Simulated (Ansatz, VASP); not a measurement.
## One calculation of TaCl3F, two programs

```
Ta Cl F
1.0
     4.64147    0.00000    0.00000
    -2.32073    4.01963    0.00000
     0.00000    0.00000    5.57070
Ta Cl F
1 3 1
Direct
  0.33333 0.66667 0.00000
  0.66667 0.33333 0.24892
  0.66667 0.33333 0.75108
  0.00000 0.00000 0.00000
  0.00000 0.00000 0.50000
```

Change from the starting cell: species swapped into the GaFe3As type (P-6m2, No. 187).

Alike in both runs: task single point; functional PBE; k mesh 6 × 6 × 4; occupations gaussian, width 0.1 eV; no spin polarisation.

|  | VASP | Ansatz |
| --- | --- | --- |
| version | VASP 6.6.1 | Ansatz 0.2.0 |
| potentials or method | VASP PAW PBE potentials, release 64 (Ta_pv, Cl, F), cutoff 600 eV | scalar-relativistic, plane waves, PAW |
| valence electrons in the cell | 39 | 41 |

```csv
,VASP,Ansatz,Ansatz less VASP
gap on the k mesh at the Fermi level (eV),none,none,-
pressure (GPa),-8.7,-8.6,+0.09
"traceless stress, the component that is largest in VASP (GPa)",16.04,16.06,+0.015
```

A gap of «none» marks a metal or a gap that the smearing closes. With one functional, cell and mesh, what is left measures potentials, basis and numerics. VASP's potentials hold 39 valence electrons a cell and Ansatz's 41, so a difference there can come from the potentials and not from the codes.

Neither program's run includes spin-orbit coupling.
